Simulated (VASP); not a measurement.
# NaSnCl3 (Pm-3m) in VASP: a series of runs

NaSnCl3 is run at these levels: r2SCAN, PBE; tasks: single point.

Everything below comes from runs of VASP 6.6.1. Logs are shortened: lines on timing, memory, paths and dates and some standing lists are left out, and cuts for length are marked.

### Step 1. The cell of the first run

Symmetry: Pm-3m, No. 221, cubic system. The conventional cell has a = 5.528 Å, b = 5.528 Å, c = 5.528 Å, α = 90.00°, β = 90.00°, γ = 90.00°. Na (site symmetry m-3m) has 12 Cl at 3.91 Å and 8 Sn at 4.79 Å within 5.1 Å. Sn (site symmetry m-3m) has 6 Cl at 2.76 Å within 3.6 Å. Cl (site symmetry 4/mmm) has 2 Sn at 2.76 Å within 3.6 Å.

### Step 2. Single point, r2SCAN

Contents of POSCAR:

```
NaSnCl3
1.0
    5.5280093454      0.0000000000      0.0000000000
    0.0000000000      5.5280093454      0.0000000000
    0.0000000000      0.0000000000      5.5280093454
Na Sn Cl
1 1 3
Direct
    0.0000000000      0.0000000000      0.0000000000
    0.5000000000      0.5000000000      0.5000000000
    0.5000000000      0.5000000000      0.0000000000
    0.5000000000      0.0000000000      0.5000000000
    0.0000000000      0.5000000000      0.5000000000
```

Contents of INCAR.step1:

```
PREC = Accurate
ENCUT = 520
ISMEAR = 0
SIGMA = 0.01
LREAL = False
LASPH = True
NELM = 80
NBANDS = 29
GGA = PE
ALGO = Normal
EDIFF = 1E-4
LWAVE = True
LCHARG = False
```

Contents of INCAR.step2:

```
PREC = Accurate
ENCUT = 520
EDIFF = 1E-7
ISMEAR = 0
SIGMA = 0.01
LREAL = False
LASPH = True
NELM = 80
ALGO = Normal
ISIF = 2
LWAVE = False
LCHARG = True
METAGGA = R2SCAN
LMIXTAU = True
LELF = True
LVHAR = True
NBANDS = 29
ISTART = 1
```

Contents of KPOINTS:

```
regular mesh
0
Gamma
  4 4 4
```

Potentials or basis: VASP PAW PBE potentials, release 64 (Na_pv, Sn_d, Cl).

Command:

```sh
$ cat potpaw_PBE.64/Na_pv/POTCAR potpaw_PBE.64/Sn_d/POTCAR potpaw_PBE.64/Cl/POTCAR > POTCAR
$ cp INCAR.step1 INCAR
$ mpirun -np 1 vasp_std > vasp.out
$ cp INCAR.step2 INCAR
$ mpirun -np 1 vasp_std > vasp.out
```

OUTCAR:

```text
PREC = Accurate
   ENCUT = 520
   EDIFF = 1E-7
   ISMEAR = 0
   LREAL = False
   LASPH = True
   NELM = 80
   ISIF = 2
   METAGGA = R2SCAN
   ISTART = 1

 ion  position               nearest neighbor table
   1  0.000  0.000  0.000-
   2  0.500  0.500  0.500-   3 2.76   4 2.76   5 2.76   3 2.76   4 2.76   5 2.76
   3  0.500  0.500  0.000-   2 2.76   2 2.76
   4  0.500  0.000  0.500-   2 2.76   2 2.76
   5  0.000  0.500  0.500-   2 2.76   2 2.76

  LATTYP: Found a simple cubic cell.
 ALAT       =     5.5280093454

  Lattice vectors:

 A1 = (   5.5280093454,   0.0000000000,   0.0000000000)
 A2 = (   0.0000000000,   5.5280093454,   0.0000000000)
 A3 = (   0.0000000000,   0.0000000000,   5.5280093454)

Analysis of symmetry for initial positions (statically):
=====================================================================
 Subroutine PRICEL returns:
 Original cell was already a primitive cell.

 Routine SETGRP: Setting up the symmetry group for a
 simple cubic supercell.

 Subroutine GETGRP returns: Found 48 space group operations
 (whereof 48 operations were pure point group operations)
 out of a pool of 48 trial point group operations.

The static configuration has the point symmetry O_h .

Analysis of symmetry for dynamics (positions and initial velocities):
=====================================================================
 Subroutine PRICEL returns:
 Original cell was already a primitive cell.

 Routine SETGRP: Setting up the symmetry group for a
 simple cubic supercell.

 Subroutine GETGRP returns: Found 48 space group operations
 (whereof 48 operations were pure point group operations)
 out of a pool of 48 trial point group operations.

The dynamic configuration has the point symmetry O_h .

 Subroutine INISYM returns: Found 48 space group operations
 (whereof 48 operations are pure point group operations),
 and found     1 'primitive' translations

----------------------------------------------------------------------------------------

                                     Primitive cell

  volume of cell :     168.9298

  direct lattice vectors                    reciprocal lattice vectors
     5.528009345  0.000000000  0.000000000     0.180896945  0.000000000  0.000000000
     0.000000000  5.528009345  0.000000000     0.000000000  0.180896945  0.000000000
     0.000000000  0.000000000  5.528009345     0.000000000  0.000000000  0.180896945

  length of vectors
     5.528009345  5.528009345  5.528009345     0.180896945  0.180896945  0.180896945

  position of ions in fractional coordinates (direct lattice)
     0.000000000  0.000000000  0.000000000
     0.500000000  0.500000000  0.500000000
     0.500000000  0.500000000  0.000000000
     0.500000000  0.000000000  0.500000000
     0.000000000  0.500000000  0.500000000

  ion indices of the primitive-cell ions
   primitive index   ion index
                 1           1
                 2           2
                 3           3
                 4           4
                 5           5

----------------------------------------------------------------------------------------

 KPOINTS: regular mesh

Automatic generation of k-mesh.
 Grid dimensions read from file:
 generate k-points for:    4    4    4

 Generating k-lattice:

  Cartesian coordinates                     Fractional coordinates (reciprocal lattice)
     0.045224236  0.000000000  0.000000000     0.250000000  0.000000000  0.000000000
     0.000000000  0.045224236  0.000000000     0.000000000  0.250000000  0.000000000
     0.000000000  0.000000000  0.045224236     0.000000000  0.000000000  0.250000000

  Length of vectors
     0.045224236  0.045224236  0.045224236

  Shift w.r.t. Gamma in fractional coordinates (k-lattice)
     0.000000000  0.000000000  0.000000000

 Subroutine IBZKPT returns following result:
 ===========================================

 Found     10 irreducible k-points:

 Following reciprocal coordinates:
            Coordinates               Weight
  0.000000  0.000000  0.000000      1.000000
  0.250000  0.000000  0.000000      6.000000
  0.500000  0.000000  0.000000      3.000000
  0.250000  0.250000  0.000000     12.000000
  0.500000  0.250000  0.000000     12.000000
  0.500000  0.500000  0.000000      3.000000
  0.250000  0.250000  0.250000      8.000000
  0.500000  0.250000  0.250000     12.000000
  0.500000  0.500000  0.250000      6.000000
  0.500000  0.500000  0.500000      1.000000
   k-points           NKPTS =     10   k-points in BZ     NKDIM =     10   number of bands    NBANDS=     29
   number of dos      NEDOS =    301   number of ions     NIONS =      5
   total plane-waves  NPLWV =  74088
   dimension x,y,z NGX =    42 NGY =   42 NGZ =   42
   dimension x,y,z NGXF=    84 NGYF=   84 NGZF=   84
   ions per type =               1   1   3
   NGX,Y,Z   is equivalent  to a cutoff of  12.63, 12.63, 12.63 a.u.
   NGXF,Y,Z  is equivalent  to a cutoff of  25.26, 25.26, 25.26 a.u.
 SYSTEM =  unknown system
   PREC   = accura    normal or accurate (medium, high low for compatibility)
   ISTART =      1    job   : 0-new  1-cont  2-samecut
   ICHARG =      0    charge: 1-file 2-atom 10-const
   ISPIN  =      1    spin polarized calculation?
   LNONCOLLINEAR =      F non collinear calculations
   LSORBIT =      F    spin-orbit coupling
   LASPH  =      T    aspherical Exc in radial PAW
   ENCUT  =  520.0 eV  38.22 Ry    6.18 a.u.  10.28 10.28 10.28*2*pi/ulx,y,z
   NELM   =     80;   NELMIN=  2; NELMDL=  0     # of ELM steps
   EDIFF  = 0.1E-06   stopping-criterion for ELM
   LREAL  =      F    real-space projection
   EDIFFG = 0.1E-05   stopping-criterion for IOM
   NSW    =      0    number of steps for IOM
   IBRION =     -1    ionic relax: 0-MD 1-quasi-New 2-CG
   NFREE  =      0    steps in history (QN), initial steepest desc. (CG)
   ISIF   =      2    stress and relaxation
   ISYM   =      2    0-nonsym 1-usesym 2-fastsym
   POTIM  = 0.5000    time-step for ionic-motion
   TEBEG  =    0.0;   TEEND  =   0.0 temperature during run
   PSTRESS=    0.0 pullay stress
   NELECT =      42.0000    total number of electrons
   NUPDOWN=      -1.0000    fix difference up-down
   EMIN   =  10.00;   EMAX   =-10.00  energy-range for DOS
   EFERMI =   0.00;   METHOD = LEGACY
   ISMEAR =     0;   SIGMA  =   0.01  broadening in eV -4-tet -1-fermi 0-gaus
   EFERMI_NEDOS =   21; number of points for ismear=-14 and -15
   IALGO  =     38    algorithm
   IMIX   =      4    mixing-type and parameters
     AMIX     =   0.40;   BMIX     =  1.00
     AMIX_MAG =   1.60;   BMIX_MAG =  1.00
  volume/ion in A,a.u.               =      33.79       228.00
  Fermi-wavevector in a.u.,A,eV,Ry     =   1.029412  1.945306 14.417941  1.059689
  Thomas-Fermi vector in A             =   2.163458
   LORBIT       =      0    0 simple, 1 ext, 2 COOP (PROOUT), +10 PAW based schemes
   METAGGA = R2SCAN    functional components
   LHFCALC =     F    Hartree Fock is set to
   AEXX    =    0.0000 exact exchange contribution
   IVDW    =     0    specifies the selected vdW correction
   LEPSILON=     F    determine dielectric tensor
   LRPA    =     F    only Hartree local field effects (RPA)
 non-spin polarized calculation
 Gauss-broadening in eV      SIGMA  =   0.01
  energy-cutoff  :      520.00
  volume of cell :      168.93
 maximum number of plane-waves:      4632
 NGX is ok and might be reduce to    42
   NGX = 21   NGY = 21   NGZ = 21

 number of electron      41.9999989 magnetization

 Free energy of the ion-electron system (eV)
  ---------------------------------------------------
  ext. energy  EPLUGINS =         0.00000000
  ---------------------------------------------------
  free energy    TOTEN  =       -52.79366706 eV

  energy without entropy =      -52.79366706  energy(sigma->0) =      -52.79366706

 E-fermi :   2.5247     XC(G=0):  -7.5045

 val. band max:        2.4065455248   @ k =   0.5000   0.5000   0.5000
 cond. band min:       3.3661563020   @ k =   0.5000   0.5000   0.5000
 fundamental gap:      0.9596107772
 Fermi energy:         2.5247167283

 k-point     1 :       0.0000    0.0000    0.0000
  band No.  band energies     occupation
      1     -25.1263      2.00000
      2     -25.1263      2.00000
      3     -25.1263      2.00000
      4     -20.6627      2.00000
      5     -20.6627      2.00000
      6     -20.6110      2.00000
[... 21 lines left out ...]
     28       7.8723      0.00000
     29       7.8723      0.00000

 k-point     2 :       0.2500    0.0000    0.0000
  band No.  band energies     occupation
      1     -25.1264      2.00000
      2     -25.1263      2.00000
      3     -25.1263      2.00000
      4     -20.6627      2.00000
      5     -20.6556      2.00000
      6     -20.6112      2.00000
[... 21 lines left out ...]
     28       7.9566      0.00000
     29       7.9949      0.00000

 k-point     3 :       0.5000    0.0000    0.0000
  band No.  band energies     occupation
      1     -25.1264      2.00000
      2     -25.1263      2.00000
      3     -25.1263      2.00000
      4     -20.6626      2.00000
      5     -20.6484      2.00000
      6     -20.6114      2.00000
[... 21 lines left out ...]
     28       7.7771      0.00000
     29       8.3949      0.00000

 k-point     4 :       0.2500    0.2500    0.0000
  band No.  band energies     occupation
      1     -25.1264      2.00000
      2     -25.1264      2.00000
      3     -25.1263      2.00000
      4     -20.6591      2.00000
      5     -20.6519      2.00000
      6     -20.6114      2.00000
[... 149 lines left out ...]
     28       7.8460      0.00000
     29       9.5172      0.00000

 k-point     9 :       0.5000    0.5000    0.2500
  band No.  band energies     occupation
      1     -25.1264      2.00000
      2     -25.1264      2.00000
      3     -25.1264      2.00000
      4     -20.6483      2.00000
      5     -20.6410      2.00000
      6     -20.6118      2.00000
[... 21 lines left out ...]
     28       7.7079      0.00000
     29       9.5277      0.00000

 k-point    10 :       0.5000    0.5000    0.5000
  band No.  band energies     occupation
      1     -25.1264      2.00000
      2     -25.1264      2.00000
      3     -25.1264      2.00000
      4     -20.6410      2.00000
      5     -20.6410      2.00000
      6     -20.6118      2.00000
[... 21 lines left out ...]
     28       7.9420      0.00000
     29       9.2424      0.00000

------------------------ aborting loop because EDIFF is reached ----------------------------------------

  FORCE on cell =-STRESS in cart. coord.  units (eV):
  Direction    XX          YY          ZZ          XY          YZ          ZX
  --------------------------------------------------------------------------------------
  -------------------------------------------------------------------------------------
  Total       -0.0241941     -0.0241941     -0.0241941     -0.0000000      0.0000000     -0.0000000
  in kB       -0.2294632     -0.2294632     -0.2294632     -0.0000000      0.0000000     -0.0000000
  external PRESSURE =      -0.2294632 kB  Pullay stress =       0.0000000 kB

 VOLUME and BASIS-vectors are now :
 -----------------------------------------------------------------------------
  energy-cutoff  :      520.00
  volume of cell :      168.93
      direct lattice vectors                 reciprocal lattice vectors
     5.528009345  0.000000000  0.000000000     0.180896945  0.000000000  0.000000000
     0.000000000  5.528009345  0.000000000     0.000000000  0.180896945  0.000000000
     0.000000000  0.000000000  5.528009345     0.000000000  0.000000000  0.180896945

 POSITION                                       TOTAL-FORCE (eV/Angst)
 -----------------------------------------------------------------------------------
      0.00000      0.00000      0.00000         0.000000      0.000000      0.000000
      2.76400      2.76400      2.76400         0.000000      0.000000      0.000000
      2.76400      2.76400      0.00000         0.000000      0.000000      0.000000
      2.76400      0.00000      2.76400         0.000000      0.000000      0.000000
      0.00000      2.76400      2.76400         0.000000      0.000000      0.000000
 -----------------------------------------------------------------------------------
    total drift:                                0.000000     -0.000000     -0.000000

  FREE ENERGIE OF THE ION-ELECTRON SYSTEM (eV)
  ---------------------------------------------------
  free  energy   TOTEN  =       -52.7936670620 eV

  energy  without entropy=      -52.7936670620  energy(sigma->0) =      -52.79366706
```

Run time: 1.7 min. Hardware: 1 thread of Intel Xeon 6975P-C (Granite Rapids), shared host; peak memory 0.3 GiB.

Results:

| Property | Result |
| --- | --- |
| Free energy | -52.7937 eV |
| Pressure | 0.0 GPa |
| Band gap on the k mesh | 0.96 eV |

Caveat: the PAW data sets were made with another functional, which shifts forces and pressure a little; spin-orbit coupling is left out, which moves the levels of the heavy elements.

### Step 3. Single point, r2SCAN (34.80 Å³/atom)

This run uses another cell than the first one, of 34.80 Å³/atom.

Edit POSCAR of step 2 so:

```diff
@@ -2,5 +2,5 @@
 1.0
-    5.5280093454      0.0000000000      0.0000000000
-    0.0000000000      5.5280093454      0.0000000000
-    0.0000000000      0.0000000000      5.5280093454
+    5.5827456709      0.0000000000      0.0000000000
+    0.0000000000      5.5827456709      0.0000000000
+    0.0000000000      0.0000000000      5.5827456709
 Na Sn Cl
```

Contents of INCAR.step1:

```
PREC = Accurate ; ENCUT = 520
ISMEAR = 0 ; SIGMA = 0.01
LREAL = False ; LASPH = True
NELM = 100 ; NBANDS = 29
GGA = PE ; ALGO = Normal
EDIFF = 1E-4 ; LWAVE = True
LCHARG = False
```

Contents of INCAR.step2:

```
PREC = Accurate ; ENCUT = 520
EDIFF = 1E-7 ; ISMEAR = 0
SIGMA = 0.01 ; LREAL = False
LASPH = True ; NELM = 100
ALGO = Normal ; ISIF = 2
LWAVE = False ; LCHARG = False
METAGGA = R2SCAN ; LMIXTAU = True
NBANDS = 29 ; ISTART = 1
```

KPOINTS is that of step 2.

Potentials or basis: VASP PAW PBE potentials, release 64 (Na_pv, Sn_d, Cl).

Command:

```sh
$ cat potpaw_PBE.64/Na_pv/POTCAR potpaw_PBE.64/Sn_d/POTCAR potpaw_PBE.64/Cl/POTCAR > POTCAR
$ cp INCAR.step1 INCAR
$ mpirun -np 1 vasp_std > vasp.out
$ cp INCAR.step2 INCAR
$ mpirun -np 1 vasp_std > vasp.out
```

It took 95 s on 1 thread of Intel Xeon 6975P-C (Granite Rapids), shared host; peak memory 0.3 GiB.

Results (log left out):

```yaml
Free_energy: -52.7831 eV
Pressure: -0.7 GPa
Band_gap_on_the_k_mesh: 1.13 eV
```

Levels at points of the mesh, in eV from the valence-band top:
```csv
k point,band 18,band 19,band 20,band 21,band 22,band 23,band 24,band 25
"(0.00, 0.00, 0.00)",-3.80,-3.79,-3.79,-3.79,1.28,5.31,5.31,5.34
"(0.50, 0.00, 0.00)",-3.89,-3.78,-3.78,-2.35,2.10,2.59,3.53,4.75
"(0.50, 0.50, 0.00)",-3.99,-3.99,-3.37,-1.12,1.62,1.62,2.97,4.25
"(0.50, 0.50, 0.50)",-3.37,-3.37,-3.37,0.00,1.13,1.13,1.13,2.30
```

Caveat: the PAW data sets were made with another functional, which shifts forces and pressure a little; spin-orbit coupling is left out, which moves the levels of the heavy elements.

### Step 4. Single point, r2SCAN (35.81 Å³/atom)

This run uses another cell than the first one, of 35.81 Å³/atom.

Edit POSCAR of step 3 so:

```diff
@@ -2,5 +2,5 @@
 1.0
-    5.5827456709      0.0000000000      0.0000000000
-    0.0000000000      5.5827456709      0.0000000000
-    0.0000000000      0.0000000000      5.5827456709
+    5.6364292110      0.0000000000      0.0000000000
+    0.0000000000      5.6364292110      0.0000000000
+    0.0000000000      0.0000000000      5.6364292110
 Na Sn Cl
```

Contents of INCAR.step1:

```
SYSTEM = NaSnCl3
  PREC = Accurate
  ENCUT = 520
  ISMEAR = 0
  SIGMA = 0.01
  LREAL = .FALSE.
  LASPH = .TRUE.
  NELM = 100
  NBANDS = 29
  GGA = PE
  ALGO = Normal
  EDIFF = 1E-4
  LWAVE = .TRUE.
  LCHARG = .FALSE.
```

Contents of INCAR.step2:

```
SYSTEM = NaSnCl3
  PREC = Accurate
  ENCUT = 520
  EDIFF = 1E-6
  ISMEAR = 0
  SIGMA = 0.01
  LREAL = .FALSE.
  LASPH = .TRUE.
  NELM = 100
  ALGO = Normal
  ISIF = 2
  LWAVE = .FALSE.
  LCHARG = .FALSE.
  METAGGA = R2SCAN
  LMIXTAU = .TRUE.
  NBANDS = 29
  ISTART = 1
```

Contents of KPOINTS:

```
Automatic mesh
0
G
  4 4 4
  0 0 0
```

Command:

```sh
$ cat potpaw_PBE.64/Na_pv/POTCAR potpaw_PBE.64/Sn_d/POTCAR potpaw_PBE.64/Cl/POTCAR > POTCAR
$ cp INCAR.step1 INCAR
$ mpirun -np 1 vasp_std > vasp.out
$ cp INCAR.step2 INCAR
$ mpirun -np 1 vasp_std > vasp.out
```

Run time: 80 s. Hardware: 1 thread of Intel Xeon 6975P-C (Granite Rapids), shared host; peak memory 0.31 GiB.

Results (log left out):

```yaml
Free_energy: -52.7519 eV
Pressure: -1.3 GPa
Band_gap_on_the_k_mesh: 1.29 eV
```

Levels at points of the mesh, in eV from the valence-band top:
```csv
k point,band 18,band 19,band 20,band 21,band 22,band 23,band 24,band 25
"(0.00, 0.00, 0.00)",-3.52,-3.51,-3.51,-3.51,1.52,5.33,5.33,5.33
"(0.50, 0.00, 0.00)",-3.61,-3.51,-3.51,-2.22,2.20,2.79,3.75,4.79
"(0.50, 0.50, 0.00)",-3.70,-3.70,-3.12,-1.06,1.75,1.75,3.15,4.32
"(0.50, 0.50, 0.50)",-3.11,-3.11,-3.11,0.00,1.29,1.29,1.29,2.53
```

Caveat: the PAW data sets were made with another functional, which shifts forces and pressure a little; spin-orbit coupling is left out, which moves the levels of the heavy elements.

### Step 5. Single point, PBE

Contents of INCAR:

```
SYSTEM = NaSnCl3
ALGO = Normal ; EDIFF = 1E-6
ENCUT = 520 ; GGA = PE
ISIF = 2 ; ISMEAR = 0
LASPH = .TRUE. ; LCHARG = .FALSE.
LREAL = .FALSE. ; LWAVE = .FALSE.
NBANDS = 29 ; NELM = 100
PREC = Accurate ; SIGMA = 0.01
```

Contents of KPOINTS:

```
k-points
0
G
  6 6 6
  0 0 0
```

Edit POSCAR of step 4 so:

```diff
@@ -2,5 +2,5 @@
 1.0
-    5.6364292110      0.0000000000      0.0000000000
-    0.0000000000      5.6364292110      0.0000000000
-    0.0000000000      0.0000000000      5.6364292110
+    5.5280093454      0.0000000000      0.0000000000
+    0.0000000000      5.5280093454      0.0000000000
+    0.0000000000      0.0000000000      5.5280093454
 Na Sn Cl
```

Command:

```sh
$ cat potpaw_PBE.64/Na_pv/POTCAR potpaw_PBE.64/Sn_d/POTCAR potpaw_PBE.64/Cl/POTCAR > POTCAR
$ mpirun -np 1 vasp_std > vasp.out
```

Run time: 44 s. Hardware: 1 thread of Intel Xeon 6975P-C (Granite Rapids), shared host; peak memory 0.29 GiB.

Results (log left out):

| Item | Value |
| --- | --- |
| Free energy | -16.3997 eV |
| Pressure | 0.4 GPa |
| Band gap on the k mesh | 0.61 eV (least direct gap 0.78 eV) |

Levels at points of the mesh, in eV from the valence-band top:
```
           k point  band 17  band 18  band 19  band 20  band 21  band 22  band 23  band 24  band 25  band 26
(0.00, 0.00, 0.00)    -3.73    -3.73    -3.71    -3.71    -3.71     0.61     4.86     4.86     5.01     5.01
(0.50, 0.00, 0.00)    -3.95    -3.83    -3.71    -3.71    -2.32     1.76     1.92     3.03     4.41     4.41
(0.50, 0.50, 0.00)    -4.08    -3.93    -3.93    -3.29    -1.12     1.30     1.30     2.18     3.90     4.15
(0.50, 0.50, 0.50)    -4.07    -3.29    -3.29    -3.29     0.00     0.78     0.78     0.78     1.53     5.16
```

Caveat: semilocal functionals underestimate gaps, and a narrow one can read as zero; spin-orbit coupling is left out, which moves the levels of the heavy elements. A k mesh can miss the band edges.

(Continued in part 2 of 2.)
